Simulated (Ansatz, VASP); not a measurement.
**LaTiH3: VASP beside Ansatz**

File INCAR:

```
ALGO     = Normal         # electronic algorithm
EDIFF    = 1E-7           # SCF threshold, eV
ENCUT    = 520            # plane-wave cutoff, eV
GGA      = PE             # functional
ISIF     = 2              # what is computed and relaxed
ISMEAR   = 0              # smearing method
LASPH    = T              # aspherical terms in the spheres
LCHARG   = T              # write CHGCAR
LELF     = T              # ELF
LREAL    = F              # projectors in reciprocal space
LVHAR    = T            
LWAVE    = F              # write WAVECAR
NBANDS   = 21             # bands
NELM     = 60             # most SCF steps
PREC     = Accurate       # precision mode
SIGMA    = 0.1            # smearing width, eV
```

Contents of KPOINTS:

```
k-points
0
Gamma
  4 4 4
```

Contents of POSCAR:

```
LaTiH3
1.0
    3.9544008000      0.0000000000      0.0000000000
    0.0000000000      3.9544008000      0.0000000000
    0.0000000000      0.0000000000      3.9544008000
La Ti H
1 1 3
Direct
    0.0000000000      0.0000000000      0.0000000000
    0.5000000000      0.5000000000      0.5000000000
    0.0000000000      0.5000000000      0.5000000000
    0.5000000000      0.0000000000      0.5000000000
    0.5000000000      0.5000000000      0.0000000000
```

Input for Ansatz:

```yaml
crystal:
  lattice:
    - [3.9544008, 0.0, 0.0]
    - [0.0, 3.9544008, 0.0]
    - [0.0, 0.0, 3.9544008]
  atoms:
    - { symbol: La, position: [0.0, 0.0, 0.0] }
    - { symbol: Ti, position: [0.5, 0.5, 0.5] }
    - { symbol: H, position: [0.0, 0.5, 0.5] }
    - { symbol: H, position: [0.5, 0.0, 0.5] }
    - { symbol: H, position: [0.5, 0.5, 0.0] }
basis:
  ecutwfc: 420
kpoints:
  mp_grid: { grid: [4, 4, 4] }
hamiltonian:
  xc: pbe
scf:
  occupations: { method: gaussian, width: 0.1 }
  lower_state_search: "off"
output:
  forces: true
  stress: true
  eigenvalues: true
```

Change from the starting cell: species swapped into the LuBPd3 type (Pm-3m, No. 221).

Alike in both runs: task single point; functional PBE; k mesh 4 × 4 × 4; occupations gaussian, width 0.1 eV; no spin polarisation.

|  | VASP | Ansatz |
| --- | --- | --- |
| version | VASP 6.6.1 | Ansatz 0.2.0 |
| potentials or method | VASP PAW PBE potentials, release 64 (La, Ti_sv, H), cutoff 520 eV | scalar-relativistic, plane waves, PAW |
| valence electrons in the cell | 26 | 26 |

|  | VASP | Ansatz | Ansatz less VASP |
| --- | --- | --- | --- |
| gap on the k mesh at the Fermi level (eV) | none | none | - |
| pressure (GPa) | -3.3 | -3.2 | +0.11 |

A gap of «none» marks a metal or a gap that the smearing closes. The functional is the same, so the differences come from potentials, cutoffs and numerics.

The k mesh is coarse, so the values compare programs but aren't converged. Neither program's run includes spin-orbit coupling.
